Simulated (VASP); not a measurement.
# Na2CuBr2Cl2 (P4/mmm) in VASP: single point with PBE

Aim: the single point of Na2CuBr2Cl2 with PBE.

Everything below comes from runs of VASP 6.6.1. Logs are shortened: lines on timing, memory, paths and dates and some standing lists are left out, and cuts for length are marked.

## 1. The cell of the first run

It takes space group P4/mmm (No. 123, tetragonal). Conventional cell: a = 5.316 Å, b = 5.316 Å, c = 5.992 Å, α = 90.00°, β = 90.00°, γ = 90.00°. Br (site symmetry mmm) has 2 Cu at 2.66 Å and 2 Na at 3.00 Å within 3.5 Å. Cu (site symmetry 4/mmm) has 4 Br at 2.66 Å and 2 Cl at 3.00 Å within 3.5 Å. Cl (site symmetry 4/mmm) has 4 Na at 2.66 Å and 2 Cu at 3.00 Å within 3.5 Å. Within 3.5 Å of Cl (site symmetry 4/mmm) lie 4 Na at 2.66 Å. Na (site symmetry mmm) has 4 Cl at 2.66 Å and 2 Br at 3.00 Å within 3.5 Å.

## 2. Single point, PBE

INCAR reads:

```
ALGO = Normal ; EDIFF = 1E-7
ENCUT = 520 ; GGA = PE
ISIF = 2 ; ISMEAR = -1
LASPH = True ; LCHARG = False
LREAL = False ; LWAVE = False
NBANDS = 36 ; NELM = 100
PREC = Accurate ; SIGMA = 0.05
```

KPOINTS reads:

```
k-points
0
Gamma
  5 5 5
```

POSCAR reads:

```
Na2CuBr2Cl2
1.0
    5.3156580000      0.0000000000      0.0000000000
    0.0000000000      5.3156580000      0.0000000000
    0.0000000000      0.0000000000      5.9918200000
Br Cu Cl Na
2 1 2 2
Direct
    0.5000000000      0.0000000000      0.0000000000
    0.0000000000      0.5000000000      0.0000000000
    0.5000000000      0.5000000000      0.0000000000
    0.5000000000      0.5000000000      0.5000000000
    0.0000000000      0.0000000000      0.5000000000
    0.5000000000      0.0000000000      0.5000000000
    0.0000000000      0.5000000000      0.5000000000
```

Potentials or basis: VASP PAW PBE potentials, release 64 (Br, Cu, Cl, Na_pv).

Started as:

```sh
$ cat potpaw_PBE.64/Br/POTCAR potpaw_PBE.64/Cu/POTCAR potpaw_PBE.64/Cl/POTCAR potpaw_PBE.64/Na_pv/POTCAR > POTCAR
$ mpirun -np 1 vasp_std > vasp.out
```

OUTCAR:

```text
EDIFF = 1E-7
   ENCUT = 520
   GGA = PE
   ISIF = 2
   ISMEAR = -1
   LASPH = True
   LREAL = False
   NELM = 100
   PREC = Accurate

 ion  position               nearest neighbor table
   1  0.500  0.000  0.000-   3 2.66   3 2.66
   2  0.000  0.500  0.000-   3 2.66   3 2.66
   3  0.500  0.500  0.000-   1 2.66   2 2.66   1 2.66   2 2.66
   4  0.500  0.500  0.500-   6 2.66   7 2.66   6 2.66   7 2.66
   5  0.000  0.000  0.500-   6 2.66   7 2.66   7 2.66   6 2.66
   6  0.500  0.000  0.500-   4 2.66   5 2.66   4 2.66   5 2.66
   7  0.000  0.500  0.500-   4 2.66   5 2.66   5 2.66   4 2.66

  LATTYP: Found a simple tetragonal cell.
 ALAT       =     5.3156580000
 C/A-ratio  =     1.1272019381

  Lattice vectors:

 A1 = (   5.3156580000,   0.0000000000,   0.0000000000)
 A2 = (   0.0000000000,   5.3156580000,   0.0000000000)
 A3 = (   0.0000000000,   0.0000000000,   5.9918200000)

Analysis of symmetry for initial positions (statically):
=====================================================================
 Subroutine PRICEL returns:
 Original cell was already a primitive cell.

 Routine SETGRP: Setting up the symmetry group for a
 simple tetragonal supercell.

 Subroutine GETGRP returns: Found 16 space group operations
 (whereof 16 operations were pure point group operations)
 out of a pool of 16 trial point group operations.

The static configuration has the point symmetry D_4h.

Analysis of symmetry for dynamics (positions and initial velocities):
=====================================================================
 Subroutine PRICEL returns:
 Original cell was already a primitive cell.

 Routine SETGRP: Setting up the symmetry group for a
 simple tetragonal supercell.

 Subroutine GETGRP returns: Found 16 space group operations
 (whereof 16 operations were pure point group operations)
 out of a pool of 16 trial point group operations.

The dynamic configuration has the point symmetry D_4h.

 Subroutine INISYM returns: Found 16 space group operations
 (whereof 16 operations are pure point group operations),
 and found     1 'primitive' translations

----------------------------------------------------------------------------------------

                                     Primitive cell

  volume of cell :     169.3062

  direct lattice vectors                    reciprocal lattice vectors
     5.315658000  0.000000000  0.000000000     0.188123465  0.000000000  0.000000000
     0.000000000  5.315658000  0.000000000     0.000000000  0.188123465  0.000000000
     0.000000000  0.000000000  5.991820000     0.000000000  0.000000000  0.166894199

  length of vectors
     5.315658000  5.315658000  5.991820000     0.188123465  0.188123465  0.166894199

  position of ions in fractional coordinates (direct lattice)
     0.500000000  0.000000000  0.000000000
     0.000000000  0.500000000  0.000000000
     0.500000000  0.500000000  0.000000000
     0.500000000  0.500000000  0.500000000
     0.000000000  0.000000000  0.500000000
     0.500000000  0.000000000  0.500000000
     0.000000000  0.500000000  0.500000000

  ion indices of the primitive-cell ions
   primitive index   ion index
                 1           1
                 2           2
                 3           3
                 4           4
                 5           5
                 6           6
                 7           7

----------------------------------------------------------------------------------------

 KPOINTS: k-points

Automatic generation of k-mesh.
 Grid dimensions read from file:
 generate k-points for:    5    5    5

 Generating k-lattice:

  Cartesian coordinates                     Fractional coordinates (reciprocal lattice)
     0.037624693  0.000000000  0.000000000     0.200000000  0.000000000  0.000000000
     0.000000000  0.037624693  0.000000000     0.000000000  0.200000000  0.000000000
     0.000000000  0.000000000  0.033378840     0.000000000  0.000000000  0.200000000

  Length of vectors
     0.037624693  0.037624693  0.033378840

  Shift w.r.t. Gamma in fractional coordinates (k-lattice)
     0.000000000  0.000000000  0.000000000

 Subroutine IBZKPT returns following result:
 ===========================================

 Found     18 irreducible k-points:

 Following reciprocal coordinates:
            Coordinates               Weight
  0.000000  0.000000  0.000000      1.000000
  0.200000  0.000000  0.000000      4.000000
  0.400000  0.000000  0.000000      4.000000
  0.200000  0.200000  0.000000      4.000000
  0.400000  0.200000  0.000000      8.000000
  0.400000  0.400000  0.000000      4.000000
[... 10 lines left out ...]
  0.400000  0.200000  0.400000     16.000000
  0.400000  0.400000  0.400000      8.000000
   k-points           NKPTS =     18   k-points in BZ     NKDIM =     18   number of bands    NBANDS=     36
   number of dos      NEDOS =    301   number of ions     NIONS =      7
   total plane-waves  NPLWV =  76800
   dimension x,y,z NGX =    40 NGY =   40 NGZ =   48
   dimension x,y,z NGXF=    80 NGYF=   80 NGZF=   96
   ions per type =               2   1   2   2
   NGX,Y,Z   is equivalent  to a cutoff of  12.51, 12.51, 13.32 a.u.
   NGXF,Y,Z  is equivalent  to a cutoff of  25.02, 25.02, 26.64 a.u.
 SYSTEM =  unknown system
   PREC   = accura    normal or accurate (medium, high low for compatibility)
   ISTART =      0    job   : 0-new  1-cont  2-samecut
   ICHARG =      2    charge: 1-file 2-atom 10-const
   ISPIN  =      1    spin polarized calculation?
   LNONCOLLINEAR =      F non collinear calculations
   LSORBIT =      F    spin-orbit coupling
   LASPH  =      T    aspherical Exc in radial PAW
   ENCUT  =  520.0 eV  38.22 Ry    6.18 a.u.   9.88  9.88 11.14*2*pi/ulx,y,z
   NELM   =    100;   NELMIN=  2; NELMDL= -5     # of ELM steps
   EDIFF  = 0.1E-06   stopping-criterion for ELM
   LREAL  =      F    real-space projection
   EDIFFG = 0.1E-05   stopping-criterion for IOM
   NSW    =      0    number of steps for IOM
   IBRION =     -1    ionic relax: 0-MD 1-quasi-New 2-CG
   NFREE  =      0    steps in history (QN), initial steepest desc. (CG)
   ISIF   =      2    stress and relaxation
   ISYM   =      2    0-nonsym 1-usesym 2-fastsym
   POTIM  = 0.5000    time-step for ionic-motion
   TEBEG  =    0.0;   TEEND  =   0.0 temperature during run
   PSTRESS=    0.0 pullay stress
   NELECT =      53.0000    total number of electrons
   NUPDOWN=      -1.0000    fix difference up-down
   EMIN   =  10.00;   EMAX   =-10.00  energy-range for DOS
   EFERMI =   0.00;   METHOD = LEGACY
   ISMEAR =    -1;   SIGMA  =   0.05  broadening in eV -4-tet -1-fermi 0-gaus
   EFERMI_NEDOS =   21; number of points for ismear=-14 and -15
   IALGO  =     38    algorithm
   IMIX   =      4    mixing-type and parameters
     AMIX     =   0.40;   BMIX     =  1.00
     AMIX_MAG =   1.60;   BMIX_MAG =  1.00
  volume/ion in A,a.u.               =      24.19       163.22
  Fermi-wavevector in a.u.,A,eV,Ry     =   1.111585  2.100590 16.811635  1.235620
  Thomas-Fermi vector in A             =   2.248149
   LORBIT       =      0    0 simple, 1 ext, 2 COOP (PROOUT), +10 PAW based schemes
   GGA     = PE    functional components
   LHFCALC =     F    Hartree Fock is set to
   AEXX    =    0.0000 exact exchange contribution
   IVDW    =     0    specifies the selected vdW correction
   LEPSILON=     F    determine dielectric tensor
   LRPA    =     F    only Hartree local field effects (RPA)
 non-spin polarized calculation
  energy-cutoff  :      520.00
  volume of cell :      169.31
 maximum number of plane-waves:      4572
 NGX is ok and might be reduce to    40
   NGX = 19   NGY = 19   NGZ = 23

 number of electron      52.9999987 magnetization

 Free energy of the ion-electron system (eV)
  ---------------------------------------------------
  ext. energy  EPLUGINS =         0.00000000
  ---------------------------------------------------
  free energy    TOTEN  =       -20.21458243 eV

  energy without entropy =      -20.15669037  energy(sigma->0) =      -20.18563640

 E-fermi :   0.0564     XC(G=0):  -8.4488

 val. band max:        0.0326682123   @ k =   0.4000   0.4000   0.0000
 cond. band min:       0.0621757092   @ k =   0.4000   0.0000   0.4000
 fundamental gap:      0.0295074969
 Fermi energy:         0.0563649830

 k-point     1 :       0.0000    0.0000    0.0000
  band No.  band energies     occupation
      1     -21.1451      2.00000
      2     -21.1410      2.00000
      3     -21.1360      2.00000
      4     -21.1360      2.00000
      5     -21.0926      2.00000
      6     -21.0926      2.00000
[... 28 lines left out ...]
     35       9.5132      0.00000
     36      10.4581      0.00000

 k-point     2 :       0.2000    0.0000    0.0000
  band No.  band energies     occupation
      1     -21.1447      2.00000
      2     -21.1414      2.00000
      3     -21.1373      2.00000
      4     -21.1352      2.00000
      5     -21.0952      2.00000
      6     -21.0934      2.00000
[... 28 lines left out ...]
     35       9.4355      0.00000
     36      10.6002      0.00000

 k-point     3 :       0.4000    0.0000    0.0000
  band No.  band energies     occupation
      1     -21.1436      2.00000
      2     -21.1424      2.00000
      3     -21.1394      2.00000
      4     -21.1336      2.00000
      5     -21.0995      2.00000
      6     -21.0949      2.00000
[... 28 lines left out ...]
     35       9.4155      0.00000
     36       9.4958      0.00000

 k-point     4 :       0.2000    0.2000    0.0000
  band No.  band energies     occupation
      1     -21.1444      2.00000
      2     -21.1440      2.00000
      3     -21.1417      2.00000
      4     -21.1295      2.00000
      5     -21.1024      2.00000
      6     -21.0891      2.00000
[... 28 lines left out ...]
     35       9.3478      0.00000
     36      10.0289      0.00000

 k-point     5 :       0.4000    0.2000    0.0000
  band No.  band energies     occupation
      1     -21.1494      2.00000
      2     -21.1435      2.00000
      3     -21.1425      2.00000
      4     -21.1256      2.00000
      5     -21.1089      2.00000
      6     -21.0873      2.00000
[... 421 lines left out ...]
 k-point    16 :       0.2000    0.2000    0.4000
  band No.  band energies     occupation
      1     -21.1456      2.00000
      2     -21.1440      2.00000
      3     -21.1428      2.00000
      4     -21.1295      2.00000
      5     -21.1024      2.00000
      6     -21.0891      2.00000
[... 28 lines left out ...]
     35       9.4680      0.00000
     36       9.5597      0.00000

 k-point    17 :       0.4000    0.2000    0.4000
  band No.  band energies     occupation
      1     -21.1494      2.00000
      2     -21.1447      2.00000
      3     -21.1436      2.00000
      4     -21.1256      2.00000
      5     -21.1089      2.00000
      6     -21.0873      2.00000
[... 28 lines left out ...]
     35       9.6780      0.00000
     36       9.9713      0.00000

 k-point    18 :       0.4000    0.4000    0.4000
  band No.  band energies     occupation
      1     -21.1580      2.00000
      2     -21.1443      2.00000
      3     -21.1439      2.00000
      4     -21.1200      2.00000
      5     -21.1169      2.00000
      6     -21.0823      2.00000
[... 28 lines left out ...]
     35       9.3768      0.00000
     36      10.5693      0.00000

------------------------ aborting loop because EDIFF is reached ----------------------------------------

  FORCE on cell =-STRESS in cart. coord.  units (eV):
  Direction    XX          YY          ZZ          XY          YZ          ZX
  --------------------------------------------------------------------------------------
  -------------------------------------------------------------------------------------
  Total       -0.3461870     -0.3461870      0.1184275      0.0000000      0.0000000      0.0000000
  in kB       -3.2760351     -3.2760351      1.1207027      0.0000000      0.0000000      0.0000000
  external PRESSURE =      -1.8104558 kB  Pullay stress =       0.0000000 kB

 VOLUME and BASIS-vectors are now :
 -----------------------------------------------------------------------------
  energy-cutoff  :      520.00
  volume of cell :      169.31
      direct lattice vectors                 reciprocal lattice vectors
     5.315658000  0.000000000  0.000000000     0.188123465  0.000000000  0.000000000
     0.000000000  5.315658000  0.000000000     0.000000000  0.188123465  0.000000000
     0.000000000  0.000000000  5.991820000     0.000000000  0.000000000  0.166894199

 POSITION                                       TOTAL-FORCE (eV/Angst)
 -----------------------------------------------------------------------------------
      2.65783      0.00000      0.00000         0.000000      0.000000      0.000000
      0.00000      2.65783      0.00000         0.000000      0.000000      0.000000
      2.65783      2.65783      0.00000         0.000000      0.000000      0.000000
      2.65783      2.65783      2.99591         0.000000      0.000000      0.000000
      0.00000      0.00000      2.99591         0.000000      0.000000      0.000000
      2.65783      0.00000      2.99591         0.000000      0.000000      0.000000
      0.00000      2.65783      2.99591         0.000000      0.000000      0.000000
 -----------------------------------------------------------------------------------
    total drift:                               -0.000000      0.000000     -0.000000

  FREE ENERGIE OF THE ION-ELECTRON SYSTEM (eV)
  ---------------------------------------------------
  free  energy   TOTEN  =       -20.2145824345 eV

  energy  without entropy=      -20.1566903743  energy(sigma->0) =      -20.18563640
```

It took 2.5 min on 1 thread of Intel Xeon Platinum 8259CL at 2.50GHz (Skylake/Cascade Lake), shared host; peak memory 0.32 GiB.

Results:

```yaml
Free_energy: -20.2146 eV
Pressure: -0.2 GPa
```

Stress tensor (GPa, compression positive):
```
-0.33  0.00  0.00
 0.00 -0.33  0.00
 0.00  0.00  0.11
```

Levels at points of the mesh, in eV from the Fermi level:
```
           k point  band 23  band 24  band 25  band 26  band 27  band 28  band 29  band 30  band 31  band 32
(0.00, 0.00, 0.00)    -0.82    -0.82    -0.23    -0.23    -0.07     1.57     5.69     7.19     7.59     7.59
```

Caveat: an odd number of electrons without spin polarisation forces a metal; a magnetic or distorted state may lie lower; semilocal functionals often make such compounds metallic where correlation or magnetic order opens a gap, which also shifts bond lengths.
